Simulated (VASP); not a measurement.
Input of a VASP 6.6.1 run:

The input INCAR:

```
SYSTEM = LiTaO2
ALGO = Normal
EDIFF = 1E-6
ENCUT = 520
GGA = PE
ISIF = 2
ISMEAR = 0
LASPH = .True.
LCHARG = .False.
LREAL = .False.
LWAVE = .False.
NBANDS = 21
NELM = 100
PREC = Accurate
SIGMA = 0.1
```

KPOINTS

```
k-points
0
Gamma
  18 18 18
  0 0 0
```

POSCAR

```
LiTaO2
1.0
    1.4361162645      0.8291421119      5.4256696120
   -1.4361162645      0.8291421119      5.4256696120
    0.0000000000     -1.6582842237      5.4256696120
Li Ta O
1 1 2
Direct
    0.0000000000      0.0000000000      0.0000000000
    0.5000000000      0.5000000000      0.5000000000
    0.2533340204      0.2533340204      0.2533340204
    0.7466659796      0.7466659796      0.7466659796
```

Potentials or basis: VASP PAW PBE potentials, release 64 (Li_sv, Ta_pv, O).

The run is started by

```console
$ cat potpaw_PBE.64/Li_sv/POTCAR potpaw_PBE.64/Ta_pv/POTCAR potpaw_PBE.64/O/POTCAR > POTCAR
$ mpirun -np 1 vasp_std > vasp.out
```

Question: Estimate the largest force.

Answer: 0.058 eV/Å.

Question: Predict the band gap on the k mesh.

Answer: Zero (bands 13 and 14 overlap by 1.07 eV).

Forces in eV/Å, atoms in the order of the input:
```
Li   0.000  0.000  0.000
Ta   0.000  0.000  0.000
O    0.000  0.000  0.058
O    0.000  0.000 -0.058
```

Caveat: spin-orbit coupling is left out, which moves the levels of the heavy elements.
